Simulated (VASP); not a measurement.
A run of VASP 6.6.1:

INCAR

```
SYSTEM = CdTeSe3
PREC = Accurate
ENCUT = 520
EDIFF = 1E-7
ISMEAR = 0
SIGMA = 0.1
LREAL = .FALSE.
LASPH = .TRUE.
NELM = 100
ALGO = Normal
ISIF = 2
LWAVE = .FALSE.
LCHARG = .FALSE.
GGA = PE
NBANDS = 26
```

File KPOINTS:

```
regular mesh
0
G
  4 4 4
  0 0 0
```

POSCAR

```
CdTeSe3
1.0
    5.3502499600      0.0000000000      0.0000000000
    0.0000000000      5.3502499600      0.0000000000
    0.0000000000      0.0000000000      5.1473705900
Cd Te Se
1 1 3
Direct
    0.0000000000      0.0000000000      0.5000000000
    0.0000000000      0.0000000000      0.0000000000
    0.0000000000      0.5000000000      0.0000000000
    0.5000000000      0.0000000000      0.0000000000
    0.5000000000      0.5000000000      0.5000000000
```

Potentials or basis: VASP PAW PBE potentials, release 64 (Cd, Te, Se).

Command:

```bash
$ cat potpaw_PBE.64/Cd/POTCAR potpaw_PBE.64/Te/POTCAR potpaw_PBE.64/Se/POTCAR > POTCAR
$ mpirun -np 1 vasp_std > vasp.out
```

Hardware: 1 thread of Intel(R) Xeon(R) Platinum 8259CL CPU @ 2.50GHz (Skylake/Cascade Lake), with other jobs on the host.

**Question.** How long does it take, and how much memory?

**Answer.** It took 63 s on 1 thread of Intel(R) Xeon(R) Platinum 8259CL CPU @ 2.50GHz (Skylake/Cascade Lake), on a shared host, peak memory 0.28 GiB. Counts: scf iterations 17, k points 18.
